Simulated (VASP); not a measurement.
WSe2: relaxation of cell and atoms with PBEsol

Crystal: WSe2.

```xyz
6
Lattice="6.9879 0.0000 0.0000 0.0000 6.9879 0.0000 0.0000 0.0000 4.6120" Properties=species:S:1:pos:R:3 pbc="T T T"
W     0.0000    0.0000    0.0000
W     3.4940    3.4940    2.3060
Se    2.1313    2.1313    0.0000
Se    1.3626    5.6253    2.3060
Se    5.6253    1.3626    2.3060
Se    4.8566    4.8566    0.0000
```

| Item | Value |
| --- | --- |
| Program | VASP 6.6.1 |
| Task | relaxation of cell and atoms |
| Functional | PBEsol |
| Potentials or basis | VASP PAW PBE potentials, release 64 (W_sv, Se) |
| Cutoff | 600 eV |
| k mesh | 4 × 4 × 4 |
| Occupations | fermi-dirac, width 0.03 eV |
| Spin | no spin polarisation |
| Dipole correction | no |
| Further INCAR settings | ALGO = Normal; EDIFF = 1e-06; IBRION = 2; EDIFFG = -0.01; NSW = 100; ISIF = 3 |

| Property | Result |
| --- | --- |
| Relaxed volume | 20.97 Å³/atom |
| Relaxed cell | a = 6.131 Å, b = 6.131 Å, c = 3.347 Å, α = 90.00°, β = 90.00°, γ = 90.00° |
| Space group after relaxing (to 0.1 Å) | P4_2/mnm (No. 136) |
| Energy gained by relaxing | 1721.7 meV/atom |
| Ionic steps | 17 |
| Pressure after relaxing | 0.0 GPa |
| Band gap on the k mesh | zero (bands 26 and 27 overlap by 0.86 eV) |

Stress tensor (GPa, compression positive):
```
 0.03  0.00  0.00
 0.00  0.03  0.00
 0.00  0.00 -0.06
```

Step by step:
```csv
step,energy change (eV),largest force (eV/Å),pressure (GPa),volume (Å³)
1,0.0000,0.7922,-18.91,225.21
2,-7.1557,4.7730,38.28,109.14
3,-9.6357,1.1948,-2.18,134.60
4,-9.6487,1.3329,-0.79,133.07
5,-9.6471,1.4796,0.69,131.54
6,-9.9511,0.8159,0.77,128.77
7,-10.0477,0.5531,2.79,124.88
8,-10.0741,0.0862,1.67,126.36
9,-10.2584,0.1079,-2.62,129.34
10,-10.2655,0.1409,-3.40,129.90
11,-10.3005,0.2094,1.01,124.66
12,-10.3258,0.0767,-0.83,126.64
13,-10.3288,0.0142,0.49,125.43
14,-10.3299,0.0363,0.04,125.83
15,-10.3300,0.0074,-0.04,125.89
16,-10.3300,0.0053,-0.05,125.89
17,-10.3300,0.0014,0.00,125.82
```

Final structure:
```yaml
crystal:
  lattice:
    - [6.13121, 0.00000, 0.00000]
    - [0.00000, 6.13121, 0.00000]
    - [0.00000, 0.00000, 3.34693]
  atoms:
    - { symbol: W, position: [0.00000, 0.00000, 0.00000] }
    - { symbol: W, position: [0.50000, 0.50000, 0.50000] }
    - { symbol: Se, position: [0.28578, 0.28578, 0.00000] }
    - { symbol: Se, position: [0.21422, 0.78578, 0.50000] }
    - { symbol: Se, position: [0.78578, 0.21422, 0.50000] }
    - { symbol: Se, position: [0.71422, 0.71422, 0.00000] }
```

Levels at points of the mesh, in eV from the Fermi level:
| k point | band 22 | band 23 | band 24 | band 25 | band 26 | band 27 | band 28 | band 29 | band 30 | band 31 |
| --- | --- | --- | --- | --- | --- | --- | --- | --- | --- | --- |
| (0.00, 0.00, 0.00) | -1.52 | -1.39 | -0.71 | -0.71 | -0.21 | -0.21 | 0.20 | 0.58 | 1.73 | 2.12 |
| (0.50, 0.00, 0.00) | -1.78 | -1.59 | -1.59 | -0.79 | -0.79 | 1.02 | 1.02 | 1.11 | 1.11 | 3.72 |
| (0.50, 0.50, 0.00) | -2.35 | -2.11 | -2.11 | -0.71 | -0.71 | -0.19 | -0.19 | 2.13 | 2.13 | 2.57 |
| (0.00, 0.00, 0.50) | -3.37 | -2.73 | -2.73 | 0.55 | 0.55 | 1.23 | 1.23 | 1.71 | 1.71 | 1.93 |
| (0.50, 0.00, 0.50) | -3.43 | -1.63 | -1.63 | -1.49 | -1.49 | 1.58 | 1.58 | 1.67 | 1.67 | 2.21 |
| (0.50, 0.50, 0.50) | -2.46 | -1.60 | -1.60 | 0.02 | 0.02 | 0.19 | 0.19 | 1.68 | 1.68 | 3.23 |

It took 24 min on 1 thread of Intel(R) Xeon(R) Platinum 8259CL CPU @ 2.50GHz (Skylake/Cascade Lake), on a shared host, peak memory 0.46 GiB.

Caveat: the volume moved by over 15 % at a fixed basis, so the end points are rough; the PAW data sets were made with another functional, which shifts forces and pressure a little; spin-orbit coupling is left out, which moves the levels of the heavy elements.
